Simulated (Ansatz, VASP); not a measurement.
## Two plane-wave programs on Au

```
Au
1.0
    -1.65065    1.65065    1.65065
     1.65065   -1.65065    1.65065
     1.65065    1.65065   -1.65065
Au
1
Direct
  0.00000 0.00000 0.00000
```

Alike in both runs: task relaxation of cell and atoms; functional PBE; k mesh 20 × 20 × 20; occupations fermi-dirac, width 0.15 eV; no spin polarisation.

|  | VASP | Ansatz |
| --- | --- | --- |
| version | VASP 6.6.1 | Ansatz 0.2.0 |
| potentials or method | VASP PAW PBE potentials, release 64 (Au), cutoff 600 eV | scalar-relativistic, plane waves, PAW |
| valence electrons in the cell | 11 | 19 |

|  | VASP | Ansatz | Ansatz less VASP |
| --- | --- | --- | --- |
| gap on the k mesh at the Fermi level, each at its own relaxed structure (eV) | none | none | - |
| relaxed volume (Å³/atom) | 18.01 | 18.03 | +0.019 |
| relaxed cell length with the largest relative difference (Å) | 2.860 | 2.861 | +0.0010 |

A gap of «none» marks a metal or a gap that the smearing closes. VASP's potentials hold 11 valence electrons a cell and Ansatz's 19, so a difference there can come from the potentials and not from the codes.

Neither program's run includes spin-orbit coupling.
